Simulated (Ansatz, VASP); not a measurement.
**One calculation of Al2O3, two programs**

```
Al O
1.0
     4.07324    0.00000    0.00000
    -2.03662    3.52753    0.00000
     0.00000    0.00000    5.50026
Al O
2 3
Direct
  0.00000 0.00000 0.50000
  0.00000 0.00000 0.00000
  0.50000 0.00000 0.50000
  0.00000 0.50000 0.50000
  0.50000 0.50000 0.50000
```

Alike in both runs: task relaxation of cell and atoms; functional PBE; k mesh 12 × 12 × 8; occupations gaussian, width 0.1 eV; no spin polarisation.

|  | VASP | Ansatz |
| --- | --- | --- |
| version | VASP 6.6.1 | Ansatz 0.2.0 |
| potentials or method | VASP PAW PBE potentials, release 64 (Al, O), cutoff 600 eV | scalar-relativistic, plane waves, PAW |
| valence electrons in the cell | 24 | 24 |

Ansatz gave:

* gap on the k mesh at the Fermi level, each at its own relaxed structure (eV): none
* relaxed volume (Å³/atom): 15.84
* relaxed cell length with the largest relative difference (Å): 5.542

What did VASP give for the same quantities?

gap on the k mesh at the Fermi level, each at its own relaxed structure (eV): none; relaxed volume (Å³/atom): 15.77; relaxed cell length with the largest relative difference (Å): 5.518.

A gap of «none» marks a metal or a gap that the smearing closes.
